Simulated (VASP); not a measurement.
A run of VASP 6.6.1:

The input INCAR:

```
SYSTEM = Cu
PREC = Accurate
ENCUT = 520
EDIFF = 1E-8
ISMEAR = -1
SIGMA = 0.03
LREAL = .False.
LASPH = .True.
NELM = 120
ALGO = Normal
ISIF = 2
LWAVE = .False.
LCHARG = .False.
GGA = PE
LEFG = .True.
NBANDS = 12
GGA_COMPAT = .False.
```

Contents of KPOINTS:

```
regular mesh
0
Gamma
  17 17 17
  0 0 0
```

Contents of POSCAR:

```
Cu
1.0
    0.0000000000      1.7809826704      1.8617250000
    1.7809826704      0.0000000000      1.8617250000
    1.7809826704      1.7809826704      0.0000000000
Cu
1
Direct
    0.0000000000      0.0000000000      0.0000000000
```

Potentials or basis: VASP PAW PBE potentials, release 64 (Cu).

The run is started by

```sh
$ cat potpaw_PBE.64/Cu/POTCAR > POTCAR
$ mpirun -np 1 vasp_std > vasp.out
```

Hardware: 1 thread of AMD EPYC 7R13 (shared host).

Task: Estimate the wall time of this run.

Result: Run time: 81 s on 1 thread of AMD EPYC 7R13 (shared host), peak memory 0.17 GiB. Counts: scf iterations 14, k points 405.
